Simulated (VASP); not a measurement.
# PtS2 in VASP: notebook, part 2 of 2

VASP 6.6.1. The steps go on from the part before.

**3. Single point, PBE+D3(BJ)**

Contents of INCAR:

```
PREC     = Accurate       # precision mode
ENCUT    = 520            # plane-wave cutoff, eV
EDIFF    = 1E-7           # SCF threshold, eV
ISMEAR   = 0              # smearing method
SIGMA    = 0.05           # smearing width, eV
LREAL    = F              # projectors in reciprocal space
LASPH    = T              # aspherical terms in the spheres
NELM     = 60             # most SCF steps
ALGO     = Normal         # electronic algorithm
ISIF     = 2              # what is computed and relaxed
LWAVE    = F              # write WAVECAR
LCHARG   = F              # write CHGCAR
LDIPOL   = T            
IDIPOL   = 3            
DIPOL    = 0.5 0.5 0.403
GGA      = PE             # functional
IVDW     = 12             # dispersion correction
NBANDS   = 31             # bands
```

Contents of KPOINTS:

```
Automatic mesh
0
Gamma
  9 9 1
```

Contents of POSCAR:

```
PtS2
1.0
    3.5414386157      0.0000000000      0.0000000000
   -1.7707193078      3.0669758072      0.0000000000
    0.0000000000      0.0000000000     22.4671575440
S Pt
4 2
Direct
    0.6666666667      0.3333333333      0.2002923597
    0.3333333333      0.6666666667      0.3108349936
    0.5000000000      0.6666666667      0.4951039645
    0.1666666667      1.0000000000      0.6056465985
    0.0000000000      0.0000000000      0.2555636767
   -0.1666666667      0.3333333333      0.5503752815
```

Potentials or basis: VASP PAW PBE potentials, release 64 (S, Pt).

Run with:

```console
cat potpaw_PBE.64/S/POTCAR potpaw_PBE.64/Pt/POTCAR > POTCAR
mpirun -np 1 vasp_std > vasp.out
```

OUTCAR:

```text
PREC = Accurate
   ENCUT = 520
   EDIFF = 1E-7
   ISMEAR = 0
   LREAL = F
   LASPH = T
   NELM = 60
   ISIF = 2
   GGA = PE
   IVDW = 12
 IVDW          = 12

 ion  position               nearest neighbor table
   1  0.667  0.333  0.200-   5 2.39   5 2.39   5 2.39
   2  0.333  0.667  0.311-   5 2.39   5 2.39   5 2.39
   3  0.500  0.667  0.495-   6 2.39   6 2.39   6 2.39
   4  0.167  0.000  0.606-   6 2.39   6 2.39   6 2.39
   5  0.000  0.000  0.256-   2 2.39   2 2.39   2 2.39   1 2.39   1 2.39   1 2.39
   6  0.833  0.333  0.550-   4 2.39   3 2.39   4 2.39   3 2.39   3 2.39   4 2.39

  LATTYP: Found a hexagonal cell.
 ALAT       =     3.5414386157
 C/A-ratio  =     6.3440765130

  Lattice vectors:

 A1 = (   3.5414386157,   0.0000000000,   0.0000000000)
 A2 = (  -1.7707193078,   3.0669758072,   0.0000000000)
 A3 = (   0.0000000000,   0.0000000000,  22.4671575440)

Analysis of symmetry for initial positions (statically):
=====================================================================
 Subroutine PRICEL returns:
 Original cell was already a primitive cell.

 Routine SETGRP: Setting up the symmetry group for a
 hexagonal supercell.

 Subroutine GETGRP returns: Found  2 space group operations
 (whereof  1 operations were pure point group operations)
 out of a pool of 24 trial point group operations.

The static configuration has the point symmetry C_1 .
 The point group associated with its full space group is S_2 .

Analysis of symmetry for dynamics (positions and initial velocities):
=====================================================================
 Subroutine PRICEL returns:
 Original cell was already a primitive cell.

 Routine SETGRP: Setting up the symmetry group for a
 hexagonal supercell.

 Subroutine GETGRP returns: Found  2 space group operations
 (whereof  1 operations were pure point group operations)
 out of a pool of 24 trial point group operations.

The dynamic configuration has the point symmetry C_1 .
 The point group associated with its full space group is S_2 .

 Subroutine INISYM returns: Found  2 space group operations
[... 135 lines left out ...]
   LRPA    =     F    only Hartree local field effects (RPA)
 non-spin polarized calculation
 Gauss-broadening in eV      SIGMA  =   0.05
  energy-cutoff  :      520.00
  volume of cell :      244.03
 maximum number of plane-waves:      6671
   NGX = 13   NGY = 13   NGZ = 83

 dipolmoment           0.000000      0.000000      0.000003 electrons x Angstroem

 number of electron      44.0000000 magnetization

 dipolmoment           0.000000      0.000000     -0.000002 electrons x Angstroem

 Free energy of the ion-electron system (eV)
  ---------------------------------------------------
  ext. energy  EPLUGINS =         0.00000000
  ---------------------------------------------------
  free energy    TOTEN  =       -30.90912717 eV

  energy without entropy =      -30.90912717  energy(sigma->0) =      -30.90912717

 E-fermi :  -0.4902     XC(G=0):  -5.5250

 val. band max:       -0.7731291019   @ k =   0.1111   0.1111   0.0000
 cond. band min:       0.8938297585   @ k =   0.0000   0.2222   0.0000
 fundamental gap:      1.6669588604
 Fermi energy:        -0.4902358037

 k-point     1 :       0.0000    0.0000    0.0000
  band No.  band energies     occupation
      1     -14.8876      2.00000
      2     -14.8776      2.00000
      3     -12.6952      2.00000
      4     -12.6687      2.00000
      5      -6.3855      2.00000
      6      -6.3852      2.00000
[... 805 lines left out ...]
     30       6.8007      0.00000
     31       7.3186      0.00000

 [... further k-points ...]

------------------------ aborting loop because EDIFF is reached ----------------------------------------

 vacuum level on the upper side and lower side of the slab       (xc-potential included)        -0.173        -0.173

 Edisp (eV)   -1.79858

 E8    (eV) :    -0.7485

  FORCE on cell =-STRESS in cart. coord.  units (eV):
  Direction    XX          YY          ZZ          XY          YZ          ZX
  --------------------------------------------------------------------------------------
  -------------------------------------------------------------------------------------
  Total      -0.47988    -0.48284    -0.74896    -0.00263     0.00053     0.01723
  in kB      -3.15071    -3.17013    -4.91736    -0.01726     0.00350     0.11312
  external pressure =       -3.75 kB  Pullay stress =        0.00 kB

 VOLUME and BASIS-vectors are now :
 -----------------------------------------------------------------------------
  energy-cutoff  :      520.00
  volume of cell :      244.03
      direct lattice vectors                 reciprocal lattice vectors
     3.541438616  0.000000000  0.000000000     0.282371123  0.163027044  0.000000000
    -1.770719308  3.066975807  0.000000000     0.000000000  0.326054088  0.000000000
     0.000000000  0.000000000 22.467157544     0.000000000  0.000000000  0.044509413

 POSITION                                       TOTAL-FORCE (eV/Angst)
 -----------------------------------------------------------------------------------
      1.77072      1.02233      4.50000        -0.002083      0.000175      0.043694
     -0.00000      2.04465      6.98358        -0.003392      0.000427      0.009905
      0.59024      2.04465     11.12358         0.003392     -0.000427     -0.009905
      0.59024      0.00000     13.60716         0.002083     -0.000175     -0.043694
      0.00000      0.00000      5.74179         0.002460     -0.000538      0.034463
      2.36096      1.02233     12.36537        -0.002460      0.000538     -0.034463
 -----------------------------------------------------------------------------------
    total drift:                               -0.000002     -0.000002     -0.000087

  FREE ENERGIE OF THE ION-ELECTRON SYSTEM (eV)
  ---------------------------------------------------
  free  energy   TOTEN  =       -32.7077109411 eV

  energy  without entropy=      -32.7077109411  energy(sigma->0) =      -32.70771094

 vacuum level on the upper side and lower side of the slab         5.319         5.320
```

OSZICAR:

```text
N       E                     dE             d eps       ncg     rms          rms(c)
DAV:   1     0.304780891401E+03    0.30478E+03   -0.17896E+04  2550   0.116E+03
[... 15 lines left out ...]
DAV:  17    -0.309091754172E+02    0.11462E-03   -0.10864E-04  2920   0.489E-02    0.211E-01
DAV:  18    -0.309091354038E+02    0.40013E-04   -0.62762E-05  3141   0.398E-02    0.998E-02
DAV:  19    -0.309091275436E+02    0.78602E-05   -0.17629E-05  3143   0.193E-02    0.427E-02
DAV:  20    -0.309091270310E+02    0.51257E-06   -0.32155E-06  3125   0.895E-03    0.185E-02
DAV:  21    -0.309091277202E+02   -0.68916E-06   -0.20686E-06  3004   0.657E-03    0.151E-02
DAV:  22    -0.309091272033E+02    0.51693E-06   -0.61474E-07  3032   0.362E-03    0.101E-02
DAV:  23    -0.309091271702E+02    0.33104E-07   -0.93146E-08  1992   0.143E-03
   1 F= -.32707711E+02 E0= -.32707711E+02  d E =-.235543E-16
```

It took 4.3 min on 1 thread of Intel Xeon 6975P-C (Granite Rapids), shared host; peak memory 0.51 GiB.

Results:

* Free energy: -32.7077 eV
* Largest force: 0.044 eV/Å
* Band gap on the k mesh: 1.67 eV, indirect (least direct gap 1.74 eV)
* Dispersion energy per atom: -0.300 eV

Forces on the atoms (eV/Å):
```
S   -0.002  0.000  0.044
S   -0.003  0.000  0.010
S    0.003  0.000 -0.010
S    0.002  0.000 -0.044
Pt   0.002 -0.001  0.034
Pt  -0.002  0.001 -0.034
```

Levels at points of the mesh, in eV from the valence-band top:
```tsv
k point	band 18	band 19	band 20	band 21	band 22	band 23	band 24	band 25	band 26	band 27
(0.00, 0.00, 0.00)	-0.56	-0.32	-0.31	-0.31	-0.31	3.16	3.16	3.17	3.18	5.34
```

Caveat: spin-orbit coupling is left out, which moves the levels of the heavy elements.

**4. Single point, PBE+D3(BJ)**

Contents of INCAR:

```
SYSTEM = PtS2
PREC = Accurate
ENCUT = 520
EDIFF = 1E-7
ISMEAR = 0
SIGMA = 0.05
LREAL = .False.
LASPH = .True.
NELM = 80
ALGO = Normal
ISIF = 2
LWAVE = .False.
LCHARG = .True.
LDIPOL = .True.
IDIPOL = 3
DIPOL = 0.5 0.5 0.382
GGA = PE
IVDW = 12
LELF = .True.
LVHAR = .True.
LVACPOTAV = .True.
NBANDS = 31
```

Contents of KPOINTS:

```
Automatic mesh
0
Gamma
  9 9 1
  0 0 0
```

Contents of POSCAR:

```
PtS2
1.0
    3.5414386157      0.0000000000      0.0000000000
   -1.7707193078      3.0669758072      0.0000000000
    0.0000000000      0.0000000000     22.4671575440
S Pt
4 2
Direct
    0.6666666667      0.3333333333      0.2002923597
    0.3333333333      0.6666666667      0.3108349936
    0.6666666667      0.6666666667      0.4537102102
    0.3333333333      1.0000000000      0.5642528441
    0.0000000000      0.0000000000      0.2555636767
    0.0000000000      0.3333333333      0.5089815272
```

Potentials or basis: VASP PAW PBE potentials, release 64 (S, Pt).

Run with:

```console
cat potpaw_PBE.64/S/POTCAR potpaw_PBE.64/Pt/POTCAR > POTCAR
mpirun -np 1 vasp_std > vasp.out
```

OUTCAR:

```text
SYSTEM = PtS2
   PREC = Accurate
   ENCUT = 520
   EDIFF = 1E-7
   ISMEAR = 0
   LREAL = .False.
   LASPH = .True.
   NELM = 80
   ISIF = 2
   GGA = PE
   IVDW = 12
 IVDW          = 12

 ion  position               nearest neighbor table
   1  0.667  0.333  0.200-   5 2.39   5 2.39   5 2.39
   2  0.333  0.667  0.311-   5 2.39   5 2.39   5 2.39
   3  0.667  0.667  0.454-   6 2.39   6 2.39   6 2.39
   4  0.333  0.000  0.564-   6 2.39   6 2.39   6 2.39
   5  0.000  0.000  0.256-   2 2.39   2 2.39   2 2.39   1 2.39   1 2.39   1 2.39
   6  0.000  0.333  0.509-   4 2.39   4 2.39   4 2.39   3 2.39   3 2.39   3 2.39

  LATTYP: Found a hexagonal cell.
 ALAT       =     3.5414386157
 C/A-ratio  =     6.3440765130

  Lattice vectors:

 A1 = (   3.5414386157,   0.0000000000,   0.0000000000)
 A2 = (  -1.7707193078,   3.0669758072,   0.0000000000)
 A3 = (   0.0000000000,   0.0000000000,  22.4671575440)

Analysis of symmetry for initial positions (statically):
=====================================================================
 Subroutine PRICEL returns:
 Original cell was already a primitive cell.

 Routine SETGRP: Setting up the symmetry group for a
 hexagonal supercell.

 Subroutine GETGRP returns: Found  2 space group operations
 (whereof  1 operations were pure point group operations)
 out of a pool of 24 trial point group operations.

The static configuration has the point symmetry C_1 .
 The point group associated with its full space group is S_2 .

Analysis of symmetry for dynamics (positions and initial velocities):
=====================================================================
 Subroutine PRICEL returns:
 Original cell was already a primitive cell.

 Routine SETGRP: Setting up the symmetry group for a
 hexagonal supercell.

 Subroutine GETGRP returns: Found  2 space group operations
 (whereof  1 operations were pure point group operations)
 out of a pool of 24 trial point group operations.

The dynamic configuration has the point symmetry C_1 .
 The point group associated with its full space group is S_2 .

 Subroutine INISYM returns: Found  2 space group operations
 (whereof  1 operations are pure point group operations),
 and found     1 'primitive' translations

----------------------------------------------------------------------------------------

                                     Primitive cell

  volume of cell :     244.0272

  direct lattice vectors                    reciprocal lattice vectors
     3.541438616  0.000000000  0.000000000     0.282371123  0.163027044  0.000000000
    -1.770719308  3.066975807  0.000000000     0.000000000  0.326054088  0.000000000
     0.000000000  0.000000000 22.467157544     0.000000000  0.000000000  0.044509413

  length of vectors
     3.541438616  3.541438616 22.467157544     0.326054088  0.326054088  0.044509413

  position of ions in fractional coordinates (direct lattice)
     0.666666667  0.333333333  0.200292360
     0.333333333  0.666666667  0.310834994
     0.666666667  0.666666667  0.453710210
     0.333333333  0.000000000  0.564252844
     0.000000000  0.000000000  0.255563677
     0.000000000  0.333333333  0.508981527

  ion indices of the primitive-cell ions
   primitive index   ion index
                 1           1
                 2           2
                 3           3
[... 37 lines left out ...]
  0.000000  0.222222  0.000000      2.000000
[... 16 lines left out ...]
  0.333333  0.111111  0.000000      2.000000
 -0.111111  0.444444  0.000000      2.000000
 [... further k-points ...]
   k-points           NKPTS =     41   k-points in BZ     NKDIM =     41   number of bands    NBANDS=     31
   number of dos      NEDOS =    301   number of ions     NIONS =      6
   total plane-waves  NPLWV = 131712
   dimension x,y,z NGX =    28 NGY =   28 NGZ =  168
   dimension x,y,z NGXF=    56 NGYF=   56 NGZF=  336
   ions per type =               4   2
   NGX,Y,Z   is equivalent  to a cutoff of  13.14, 13.14, 12.43 a.u.
   NGXF,Y,Z  is equivalent  to a cutoff of  26.29, 26.29, 24.86 a.u.
 SYSTEM =  PtS2
   PREC   = accura    normal or accurate (medium, high low for compatibility)
   ISTART =      0    job   : 0-new  1-cont  2-samecut
   ICHARG =      2    charge: 1-file 2-atom 10-const
   ISPIN  =      1    spin polarized calculation?
   LNONCOLLINEAR =      F non collinear calculations
   LSORBIT =      F    spin-orbit coupling
   LASPH  =      T    aspherical Exc in radial PAW
   ENCUT  =  520.0 eV  38.22 Ry    6.18 a.u.   6.58  6.58 41.77*2*pi/ulx,y,z
   NELM   =     80;   NELMIN=  2; NELMDL= -5     # of ELM steps
   EDIFF  = 0.1E-06   stopping-criterion for ELM
   LREAL  =      F    real-space projection
   EDIFFG = 0.1E-05   stopping-criterion for IOM
   NSW    =      0    number of steps for IOM
   IBRION =     -1    ionic relax: 0-MD 1-quasi-New 2-CG
   NFREE  =      0    steps in history (QN), initial steepest desc. (CG)
   ISIF   =      2    stress and relaxation
   ISYM   =      2    0-nonsym 1-usesym 2-fastsym
   POTIM  = 0.5000    time-step for ionic-motion
   TEBEG  =    0.0;   TEEND  =   0.0 temperature during run
   PSTRESS=    0.0 pullay stress
   NELECT =      44.0000    total number of electrons
   NUPDOWN=      -1.0000    fix difference up-down
   EMIN   =  10.00;   EMAX   =-10.00  energy-range for DOS
   EFERMI =   0.00;   METHOD = LEGACY
   ISMEAR =     0;   SIGMA  =   0.05  broadening in eV -4-tet -1-fermi 0-gaus
   EFERMI_NEDOS =   21; number of points for ismear=-14 and -15
   IALGO  =     38    algorithm
   IMIX   =      4    mixing-type and parameters
     AMIX     =   0.40;   BMIX     =  1.00
     AMIX_MAG =   1.60;   BMIX_MAG =  1.00
  volume/ion in A,a.u.               =      40.67       274.46
  Fermi-wavevector in a.u.,A,eV,Ry     =   0.924868  1.747747 11.638157  0.855380
  Thomas-Fermi vector in A             =   2.050660
   LORBIT       =      0    0 simple, 1 ext, 2 COOP (PROOUT), +10 PAW based schemes
   GGA     = PE    functional components
   LHFCALC =     F    Hartree Fock is set to
   AEXX    =    0.0000 exact exchange contribution
   IVDW    =    12    specifies the selected vdW correction
   LEPSILON=     F    determine dielectric tensor
   LRPA    =     F    only Hartree local field effects (RPA)
 non-spin polarized calculation
 Gauss-broadening in eV      SIGMA  =   0.05
  energy-cutoff  :      520.00
  volume of cell :      244.03
 maximum number of plane-waves:      6671
   NGX = 13   NGY = 13   NGZ = 83

 number of electron      44.0000000 magnetization

 dipolmoment           0.000000      0.000000     -0.000000 electrons x Angstroem

 Free energy of the ion-electron system (eV)
  ---------------------------------------------------
  ext. energy  EPLUGINS =         0.00000000
  ---------------------------------------------------
  free energy    TOTEN  =       -30.86514280 eV

  energy without entropy =      -30.86514280  energy(sigma->0) =      -30.86514280

 E-fermi :  -0.2187     XC(G=0):  -5.4055

 val. band max:       -0.4668922137   @ k =   0.1111   0.1111   0.0000
 cond. band min:       0.8152764084   @ k =   0.0000   0.2222   0.0000
 fundamental gap:      1.2821686221
 Fermi energy:        -0.2187004880

 k-point     1 :       0.0000    0.0000    0.0000
  band No.  band energies     occupation
      1     -14.9277      2.00000
      2     -14.8575      2.00000
      3     -12.7741      2.00000
      4     -12.6152      2.00000
      5      -6.3904      2.00000
      6      -6.3901      2.00000
[... 805 lines left out ...]
     30       6.9108      0.00000
     31       7.3684      0.00000

 [... further k-points ...]

------------------------ aborting loop because EDIFF is reached ----------------------------------------

 Edisp (eV)   -1.93194

 E8    (eV) :    -0.8003

  FORCE on cell =-STRESS in cart. coord.  units (eV):
  Direction    XX          YY          ZZ          XY          YZ          ZX
  --------------------------------------------------------------------------------------
  -------------------------------------------------------------------------------------
  Total      -0.34776    -0.49950    -0.55664    -0.04279    -0.00455     0.27531
  in kB      -2.28326    -3.27950    -3.65467    -0.28094    -0.02989     1.80759
  external pressure =       -3.07 kB  Pullay stress =        0.00 kB

 VOLUME and BASIS-vectors are now :
 -----------------------------------------------------------------------------
  energy-cutoff  :      520.00
  volume of cell :      244.03
      direct lattice vectors                 reciprocal lattice vectors
     3.541438616  0.000000000  0.000000000     0.282371123  0.163027044  0.000000000
    -1.770719308  3.066975807  0.000000000     0.000000000  0.326054088  0.000000000
     0.000000000  0.000000000 22.467157544     0.000000000  0.000000000  0.044509413

 POSITION                                       TOTAL-FORCE (eV/Angst)
 -----------------------------------------------------------------------------------
      1.77072      1.02233      4.50000        -0.028001      0.006618      0.034156
     -0.00000      2.04465      6.98358        -0.070966      0.017160     -0.066838
      1.18048      2.04465     10.19358         0.070966     -0.017160      0.066838
      1.18048      0.00000     12.67716         0.028001     -0.006618     -0.034156
      0.00000      0.00000      5.74179         0.031960     -0.018415      0.073734
     -0.59024      1.02233     11.43537        -0.031960      0.018415     -0.073734
 -----------------------------------------------------------------------------------
    total drift:                                0.000001     -0.000003     -0.000009

  FREE ENERGIE OF THE ION-ELECTRON SYSTEM (eV)
  ---------------------------------------------------
  free  energy   TOTEN  =       -32.7970842103 eV

  energy  without entropy=      -32.7970842103  energy(sigma->0) =      -32.79708421

 vacuum level on the upper side and lower side of the slab         5.490         5.490
```

Wall time 4.7 min (1 thread of Intel Xeon 6975P-C (Granite Rapids), shared host); peak memory 0.51 GiB.

Results:

```yaml
Free_energy: -32.7971 eV
Largest_force: 0.099 eV/Å
Band_gap_on_the_k_mesh: 1.28 eV, indirect (least direct gap 1.40 eV)
Dispersion_energy_per_atom: -0.322 eV
```

Forces in eV/Å, atoms in the order of the input:
```
S   -0.028  0.007  0.034
S   -0.071  0.017 -0.067
S    0.071 -0.017  0.067
S    0.028 -0.007 -0.034
Pt   0.032 -0.018  0.074
Pt  -0.032  0.018 -0.074
```

Caveat: spin-orbit coupling is left out, which moves the levels of the heavy elements.
